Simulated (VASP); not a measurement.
# C (R32) in VASP: a series of runs, part 3 of 3

VASP 6.6.1.

## Step 5: Single point, PBE

Input file INCAR:

```
PREC = Accurate
ENCUT = 520
EDIFF = 1E-6
ISMEAR = 0
SIGMA = 0.1
LREAL = False
LASPH = True
NELM = 60
ALGO = Normal
ISIF = 2
LWAVE = False
LCHARG = False
GGA = PE
NBANDS = 18
```

Input file KPOINTS:

```
regular mesh
0
Gamma
  6 6 6
```

Input file POSCAR:

```
C
1.0
    2.6357932025      1.5217759150      1.4279103223
   -2.6357932025      1.5217759150      1.4279103223
    0.0000000000     -3.0435518300      1.4279103223
C
5
Direct
    0.3313127821      0.3313127821      0.3313127821
    0.6686872179      0.6686872179      0.6686872179
    0.5839980626      0.4160019374      0.0000000000
    0.0000000000      0.5839980626      0.4160019374
    0.4160019374      0.0000000000      0.5839980626
```

Potentials or basis: VASP PAW PBE potentials, release 64 (C).

Run with:

```console
$ cat potpaw_PBE.64/C/POTCAR > POTCAR
$ mpirun -np 1 vasp_std > vasp.out
```

OUTCAR:

```text
PREC = Accurate
   ENCUT = 520
   EDIFF = 1E-6
   ISMEAR = 0
   LREAL = False
   LASPH = True
   NELM = 60
   ISIF = 2
   GGA = PE

 ion  position               nearest neighbor table
   1  0.331  0.331  0.331-   2 1.45   4 1.58   5 1.58   3 1.58
   2  0.669  0.669  0.669-   1 1.45   5 1.58   4 1.58   3 1.58
   3  0.584  0.416  0.000-   1 1.58   2 1.58   4 1.62   5 1.62
   4  0.000  0.584  0.416-   1 1.58   2 1.58   3 1.62   5 1.62
   5  0.416  0.000  0.584-   2 1.58   1 1.58   3 1.62   4 1.62

  LATTYP: Found a trigonal (rhomboedric) cell.
 ALAT       =     3.3618649036
 COS(alpha) =    -0.2293969978

  Lattice vectors:

 A1 = (   2.6357932025,   1.5217759150,   1.4279103223)
 A2 = (  -2.6357932025,   1.5217759150,   1.4279103223)
 A3 = (   0.0000000000,  -3.0435518300,   1.4279103223)

Analysis of symmetry for initial positions (statically):
=====================================================================
 Subroutine PRICEL returns:
 Original cell was already a primitive cell.

 Routine SETGRP: Setting up the symmetry group for a
 trigonal (rhombohedral) supercell.

 Subroutine GETGRP returns: Found  6 space group operations
 (whereof  6 operations were pure point group operations)
 out of a pool of 12 trial point group operations.

The static configuration has the point symmetry D_3 .

Analysis of symmetry for dynamics (positions and initial velocities):
=====================================================================
 Subroutine PRICEL returns:
 Original cell was already a primitive cell.

 Routine SETGRP: Setting up the symmetry group for a
 trigonal (rhombohedral) supercell.

 Subroutine GETGRP returns: Found  6 space group operations
 (whereof  6 operations were pure point group operations)
 out of a pool of 12 trial point group operations.

The dynamic configuration has the point symmetry D_3 .

 Subroutine INISYM returns: Found  6 space group operations
 (whereof  6 operations are pure point group operations),
 and found     1 'primitive' translations

----------------------------------------------------------------------------------------

                                     Primitive cell

  volume of cell :      34.3648

  direct lattice vectors                    reciprocal lattice vectors
     2.635793202  1.521775915  1.427910322     0.189696217  0.109521162  0.233441364
    -2.635793202  1.521775915  1.427910322    -0.189696217  0.109521162  0.233441364
     0.000000000 -3.043551830  1.427910322     0.000000000 -0.219042324  0.233441364

  length of vectors
     3.361864904  3.361864904  3.361864904     0.320116245  0.320116245  0.320116245

  position of ions in fractional coordinates (direct lattice)
     0.331312782  0.331312782  0.331312782
     0.668687218  0.668687218  0.668687218
     0.583998063  0.416001937  0.000000000
     1.000000000  0.583998063  0.416001937
     0.416001937  1.000000000  0.583998063

  ion indices of the primitive-cell ions
   primitive index   ion index
                 1           1
                 2           2
                 3           3
                 4           4
[... 25 lines left out ...]

 Found     32 irreducible k-points:

 Following reciprocal coordinates:
            Coordinates               Weight
  0.000000  0.000000  0.000000      1.000000
  0.166667  0.000000 -0.000000      6.000000
  0.333333  0.000000 -0.000000      6.000000
  0.500000 -0.000000 -0.000000      3.000000
  0.166667  0.166667 -0.000000      6.000000
  0.333333  0.166667 -0.000000     12.000000
[... 16 lines left out ...]
  0.500000  0.500000  0.166667      6.000000
 -0.333333  0.500000  0.166667     12.000000
 [... further k-points ...]
   k-points           NKPTS =     32   k-points in BZ     NKDIM =     32   number of bands    NBANDS=     18
   number of dos      NEDOS =    301   number of ions     NIONS =      5
   total plane-waves  NPLWV =  21952
   dimension x,y,z NGX =    28 NGY =   28 NGZ =   28
   dimension x,y,z NGXF=    56 NGYF=   56 NGZF=   56
   ions per type =               5
   NGX,Y,Z   is equivalent  to a cutoff of  13.85, 13.85, 13.85 a.u.
   NGXF,Y,Z  is equivalent  to a cutoff of  27.69, 27.69, 27.69 a.u.
 SYSTEM =  unknown system
   PREC   = accura    normal or accurate (medium, high low for compatibility)
   ISTART =      0    job   : 0-new  1-cont  2-samecut
   ICHARG =      2    charge: 1-file 2-atom 10-const
   ISPIN  =      1    spin polarized calculation?
   LNONCOLLINEAR =      F non collinear calculations
   LSORBIT =      F    spin-orbit coupling
   LASPH  =      T    aspherical Exc in radial PAW
   ENCUT  =  520.0 eV  38.22 Ry    6.18 a.u.   6.25  6.25  6.25*2*pi/ulx,y,z
   NELM   =     60;   NELMIN=  2; NELMDL= -5     # of ELM steps
   EDIFF  = 0.1E-05   stopping-criterion for ELM
   LREAL  =      F    real-space projection
   EDIFFG = 0.1E-04   stopping-criterion for IOM
   NSW    =      0    number of steps for IOM
   IBRION =     -1    ionic relax: 0-MD 1-quasi-New 2-CG
   NFREE  =      0    steps in history (QN), initial steepest desc. (CG)
   ISIF   =      2    stress and relaxation
   ISYM   =      2    0-nonsym 1-usesym 2-fastsym
   POTIM  = 0.5000    time-step for ionic-motion
   TEBEG  =    0.0;   TEEND  =   0.0 temperature during run
   PSTRESS=    0.0 pullay stress
   NELECT =      20.0000    total number of electrons
   NUPDOWN=      -1.0000    fix difference up-down
   EMIN   =  10.00;   EMAX   =-10.00  energy-range for DOS
   EFERMI =   0.00;   METHOD = LEGACY
   ISMEAR =     0;   SIGMA  =   0.10  broadening in eV -4-tet -1-fermi 0-gaus
   EFERMI_NEDOS =   21; number of points for ismear=-14 and -15
   IALGO  =     38    algorithm
   IMIX   =      4    mixing-type and parameters
     AMIX     =   0.40;   BMIX     =  1.00
     AMIX_MAG =   1.60;   BMIX_MAG =  1.00
  volume/ion in A,a.u.               =       6.87        46.38
  Fermi-wavevector in a.u.,A,eV,Ry     =   1.366827  2.582928 25.418608  1.868215
  Thomas-Fermi vector in A             =   2.492933
   LORBIT       =      0    0 simple, 1 ext, 2 COOP (PROOUT), +10 PAW based schemes
   GGA     = PE    functional components
   LHFCALC =     F    Hartree Fock is set to
   AEXX    =    0.0000 exact exchange contribution
   IVDW    =     0    specifies the selected vdW correction
   LEPSILON=     F    determine dielectric tensor
   LRPA    =     F    only Hartree local field effects (RPA)
 non-spin polarized calculation
 Gauss-broadening in eV      SIGMA  =   0.10
  energy-cutoff  :      520.00
  volume of cell :       34.36
 maximum number of plane-waves:       941
 NGX is ok and might be reduce to    28
   NGX = 13   NGY = 13   NGZ = 13

 number of electron      20.0000000 magnetization

 Free energy of the ion-electron system (eV)
  ---------------------------------------------------
  ext. energy  EPLUGINS =         0.00000000
  ---------------------------------------------------
  free energy    TOTEN  =       -38.62424022 eV

  energy without entropy =      -38.62424022  energy(sigma->0) =      -38.62424022

 E-fermi :   7.9406     XC(G=0): -12.0438

 val. band max:        7.4845307326   @ k =   0.5000   0.5000   0.5000
 cond. band min:       8.8714983021   @ k =   0.5000  -0.0000  -0.0000
 fundamental gap:      1.3869675694
 Fermi energy:         7.9406371400

 k-point     1 :       0.0000    0.0000    0.0000
  band No.  band energies     occupation
      1     -13.6042      2.00000
      2      -3.6647      2.00000
      3      -3.6647      2.00000
      4      -2.2690      2.00000
      5      -1.1309      2.00000
      6      -0.1336      2.00000
[... 481 lines left out ...]
      5      -0.6316      2.00000
      6       0.7794      2.00000
[... 10 lines left out ...]
     17      18.9617      0.00000
     18      20.2015      0.00000

 [... further k-points ...]

------------------------ aborting loop because EDIFF is reached ----------------------------------------

  FORCE on cell =-STRESS in cart. coord.  units (eV):
  Direction    XX          YY          ZZ          XY          YZ          ZX
  --------------------------------------------------------------------------------------
  -------------------------------------------------------------------------------------
  Total        0.1024995      0.1024995      0.1628110      0.0000000      0.0000000      0.0000000
  in kB        4.7787899      4.7787899      7.5906704      0.0000000      0.0000000      0.0000000
  external PRESSURE =       5.7160834 kB  Pullay stress =       0.0000000 kB

 VOLUME and BASIS-vectors are now :
 -----------------------------------------------------------------------------
  energy-cutoff  :      520.00
  volume of cell :       34.36
      direct lattice vectors                 reciprocal lattice vectors
     2.635793202  1.521775915  1.427910322     0.189696217  0.109521162  0.233441364
    -2.635793202  1.521775915  1.427910322    -0.189696217  0.109521162  0.233441364
     0.000000000 -3.043551830  1.427910322     0.000000000 -0.219042324  0.233441364

 POSITION                                       TOTAL-FORCE (eV/Angst)
 -----------------------------------------------------------------------------------
      0.00000      0.00000      1.41925         0.000000      0.000000     -0.087801
      0.00000      0.00000      2.86448         0.000000     -0.000000      0.087801
      0.44280      1.52178      1.42791         0.000825      0.000000     -0.000000
     -1.53930     -0.37741      1.42791        -0.000413      0.000715      0.000000
      1.09650     -1.14437      1.42791        -0.000413     -0.000715      0.000000
 -----------------------------------------------------------------------------------
    total drift:                               -0.000000     -0.000000      0.000000

  FREE ENERGIE OF THE ION-ELECTRON SYSTEM (eV)
  ---------------------------------------------------
  free  energy   TOTEN  =       -38.6242402247 eV

  energy  without entropy=      -38.6242402247  energy(sigma->0) =      -38.62424022
```

OSZICAR:

```text
N       E                     dE             d eps       ncg     rms          rms(c)
DAV:   1     0.450024524898E+02    0.45002E+02   -0.10758E+04  1152   0.107E+03
DAV:   2    -0.375942378949E+02   -0.82597E+02   -0.79747E+02  1522   0.211E+02
DAV:   3    -0.402411929323E+02   -0.26470E+01   -0.26307E+01  1500   0.350E+01
DAV:   4    -0.402604575481E+02   -0.19265E-01   -0.19242E-01  1596   0.336E+00
DAV:   5    -0.402606812459E+02   -0.22370E-03   -0.22361E-03  1488   0.335E-01    0.809E+00
DAV:   6    -0.389302876027E+02    0.13304E+01   -0.14419E+00  1446   0.751E+00    0.456E+00
DAV:   7    -0.386210189312E+02    0.30927E+00   -0.94970E-01  1542   0.602E+00    0.151E+00
DAV:   8    -0.386229810461E+02   -0.19621E-02   -0.53534E-02  1464   0.162E+00    0.514E-01
DAV:   9    -0.386241533989E+02   -0.11724E-02   -0.34225E-03  1450   0.424E-01    0.945E-02
DAV:  10    -0.386242301406E+02   -0.76742E-04   -0.56052E-04  1548   0.149E-01    0.227E-02
DAV:  11    -0.386242360106E+02   -0.58700E-05   -0.38650E-05  1352   0.439E-02    0.151E-02
DAV:  12    -0.386242382599E+02   -0.22494E-05   -0.11072E-05  1464   0.221E-02    0.588E-03
DAV:  13    -0.386242401813E+02   -0.19214E-05   -0.29110E-06  1568   0.123E-02    0.108E-03
DAV:  14    -0.386242402247E+02   -0.43356E-07   -0.68495E-08   730   0.210E-03
   1 F= -.38624240E+02 E0= -.38624240E+02  d E =-.241107E-12
```

It took 33 s on 1 thread of Intel Xeon 8259CL, shared host; peak memory 0.15 GiB.

What came out:

| Property | Result |
| --- | --- |
| Free energy | -38.6242 eV |
| Pressure | 0.6 GPa |
| Largest force | 0.088 eV/Å |
| Band gap on the k mesh | 1.39 eV, indirect (least direct gap 1.97 eV) |

Forces in eV/Å, atoms in the order of the input:
```
C    0.000  0.000 -0.088
C    0.000  0.000  0.088
C    0.001  0.000  0.000
C    0.000  0.001  0.000
C    0.000 -0.001  0.000
```

Levels at points of the mesh, in eV from the valence-band top:
| k point | band 6 | band 7 | band 8 | band 9 | band 10 | band 11 | band 12 | band 13 | band 14 | band 15 |
| --- | --- | --- | --- | --- | --- | --- | --- | --- | --- | --- |
| (0.00, 0.00, 0.00) | -7.62 | -7.62 | -4.09 | -4.09 | -2.39 | 2.78 | 2.78 | 3.39 | 9.60 | 10.57 |
| (0.50, 0.00, 0.00) | -7.72 | -4.96 | -2.86 | -2.43 | -1.61 | 1.39 | 3.08 | 5.51 | 7.76 | 7.92 |
| (0.50, 0.50, 0.00) | -7.02 | -5.50 | -3.08 | -3.07 | -1.54 | 3.39 | 5.83 | 7.07 | 7.09 | 8.18 |
| (0.50, 0.50, 0.50) | -8.62 | -7.08 | -0.67 | -0.67 | 0.00 | 1.97 | 4.06 | 6.37 | 6.37 | 10.06 |

## Step 6: Relaxation of cell and atoms, PBE

This run uses another cell than the first one, of 6.08 Å³/atom, 0.885 times its volume.

Input file INCAR:

```
SYSTEM = C
  PREC = Accurate
  ENCUT = 600
  EDIFF = 1E-7
  ISMEAR = 0
  SIGMA = 0.1
  LREAL = .FALSE.
  LASPH = .TRUE.
  NELM = 80
  ALGO = Normal
  ISIF = 3
  LWAVE = .FALSE.
  LCHARG = .FALSE.
  GGA = PE
  IBRION = 2
  NSW = 90
  EDIFFG = -0.04
```

Input file KPOINTS:

```
regular mesh
0
G
  6 6 6
  0 0 0
```

Input file POSCAR:

```
C
1.0
    2.4557744500      1.4178420400      1.4558830600
   -2.4557744500      1.4178420400      1.4558830600
    0.0000000000     -2.8356840800      1.4558830600
C
5
Direct
    0.3295443800      0.3295443800      0.3295443800
    0.6704556200      0.6704556200      0.6704556200
    0.6121795600      0.3878204400      0.0000000000
    0.0000000000      0.6121795600      0.3878204400
    0.3878204400      0.0000000000      0.6121795600
```

Potentials or basis: VASP PAW PBE potentials, release 64 (C).

Run with:

```console
$ cat potpaw_PBE.64/C/POTCAR > POTCAR
$ mpirun -np 1 vasp_std > vasp.out
```

Wall time 5.4 min (1 thread of Intel Xeon 8259CL, shared host); peak memory 0.15 GiB.

It converged, with:

* Free energy: -38.6230 eV
* Relaxed volume: 6.87 Å³/atom
* Relaxed cell: a = 3.364 Å, b = 3.364 Å, c = 3.364 Å, α = 103.37°, β = 103.37°, γ = 103.37°
* Space group after relaxing (to 0.05 Å): R32 (No. 155)
* Energy gained by relaxing: 378.8 meV/atom
* Ionic steps: 16
* Pressure after relaxing: 0.0 GPa
* Band gap on the k mesh: 1.43 eV, indirect (least direct gap 2.01 eV)

Forces in eV/Å, atoms in the order of the input:
```
C    0.000  0.000 -0.002
C    0.000  0.000  0.002
C    0.002  0.000  0.000
C   -0.001  0.002  0.000
C   -0.001 -0.002  0.000
```

Stress tensor (GPa, compression positive):
```
-0.14  0.00  0.00
 0.00 -0.14  0.00
 0.00  0.00  0.42
```

Step by step:
| step | energy change (eV) | largest force (eV/Å) | pressure (GPa) | volume (Å³) |
| --- | --- | --- | --- | --- |
| 1 | 0.0000 | 5.1211 | 49.35 | 30.42 |
| 2 | -0.7091 | 3.4547 | -20.65 | 39.43 |
| 3 | -1.7680 | 0.5543 | 0.84 | 35.10 |
| 4 | -1.7724 | 0.3489 | 2.38 | 34.88 |
| 5 | -1.7724 | 0.3439 | 3.07 | 34.79 |
| 6 | -1.7971 | 2.0266 | -0.54 | 35.49 |
| 7 | -1.8162 | 0.9967 | 0.49 | 35.23 |
| 8 | -1.8453 | 0.3090 | -7.29 | 35.70 |
| 9 | -1.8465 | 0.2566 | -6.01 | 35.62 |
| 10 | -1.8836 | 0.1906 | -2.88 | 34.96 |
| 11 | -1.8915 | 0.2715 | -0.63 | 34.55 |
| 12 | -1.8915 | 0.2843 | -0.40 | 34.51 |
| 13 | -1.8881 | 0.6208 | -1.15 | 34.31 |
| 14 | -1.8937 | 0.0764 | -0.71 | 34.43 |
| 15 | -1.8940 | 0.0488 | 0.49 | 34.31 |
| 16 | -1.8942 | 0.0025 | 0.05 | 34.35 |

Final structure:
```
C
1.0
     2.63903    1.52365    1.42398
    -2.63903    1.52365    1.42398
     0.00000   -3.04729    1.42398
C
5
Cartesian
  0.0000 0.0000 1.4122
  0.0000 0.0000 2.8598
  0.4429 1.5236 1.4240
  1.0981 1.1454 2.8480
  1.0981 -1.1454 1.4240
```

Levels at points of the mesh, in eV from the valence-band top:
```tsv
k point	band 8	band 9	band 10	band 11	band 12	band 13
(0.00, 0.00, 0.00)	-4.11	-4.11	-2.43	2.76	2.76	3.35
(0.50, 0.00, 0.00)	-2.84	-2.43	-1.61	1.43	3.05	5.46
(0.50, 0.50, 0.00)	-3.08	-3.06	-1.55	3.38	5.81	7.06
(0.50, 0.50, 0.50)	-0.67	-0.67	0.00	2.01	4.01	6.35
```

A k mesh can miss the band edges. As with any semilocal functional, this PBE gap is likely too small.

## Step 7: Overview

| task | spin | cell | k mesh | cutoff (eV) | smearing | gap on the mesh (eV) | pressure (GPa) | relaxed volume (Å³/atom) | largest force (eV/Å) |
| --- | --- | --- | --- | --- | --- | --- | --- | --- | --- |
| single point | off | a = 3.362 Å, angles 103.3°, 5 atoms | 12 × 12 × 12 | 520 | gaussian 0.02 eV | 1.39 | 0.5 | - | 0.08 |
| relaxation of cell and atoms | off | relaxed from a = 3.362 Å, angles 103.3°, 5 atoms | 12 × 12 × 12 | 600 | gaussian 0.02 eV | 1.37 | 0.0 | 6.87 | - |
| single point | collinear, ferromagnetic start | a = 3.188 Å, angles 100.8°, 5 atoms | 6 × 6 × 6 | 520 | gaussian 0.1 eV | none | 49.9 | - | 5.12 |
| single point | off | a = 3.362 Å, angles 103.3°, 5 atoms | 6 × 6 × 6 | 520 | gaussian 0.1 eV | 1.39 | 0.6 | - | 0.09 |
| relaxation of cell and atoms | off | relaxed from a = 3.188 Å, angles 100.8°, 5 atoms | 6 × 6 × 6 | 600 | gaussian 0.1 eV | 1.43 | 0.0 | 6.87 | - |

Alike in all rows: level PBE; potentials or basis VASP PAW PBE potentials, release 64 (C).

Caveats: forces of over 1 eV/Å act on the atoms, so gaps and moduli don't describe the material at rest (some runs).

Total energies depend on the potentials used, so only differences within one code and one set of settings carry meaning.
